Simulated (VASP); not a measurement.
Input of a VASP 6.6.1 run:

The input INCAR:

```
  PREC = Accurate
  ENCUT = 520
  EDIFF = 1E-6
  ISMEAR = 0
  SIGMA = 0.01
  LREAL = False
  LASPH = True
  NELM = 80
  ALGO = Normal
  ISIF = 2
  LWAVE = False
  LCHARG = True
  GGA = PE
  LELF = True
  LVHAR = True
  NBANDS = 12
```

Contents of KPOINTS:

```
regular mesh
0
Gamma
  6 6 6
```

POSCAR

```
LiF
1.0
    0.0000000000      1.9948717406      1.9948717406
    1.9948717406      0.0000000000      1.9948717406
    1.9948717406      1.9948717406      0.0000000000
Li F
1 1
Direct
    0.0000000000      0.0000000000      0.0000000000
    0.5000000000      0.5000000000      0.5000000000
```

Potentials or basis: VASP PAW PBE potentials, release 64 (Li_sv, F).

The run is started by

```sh
$ cat potpaw_PBE.64/Li_sv/POTCAR potpaw_PBE.64/F/POTCAR > POTCAR
$ mpirun -np 1 vasp_std > vasp.out
```

(1) Predict the band gap on the k mesh.

Answers

(1) 9.35 eV, direct.

Caveat: the k points lie up to 0.45 Å⁻¹ apart.
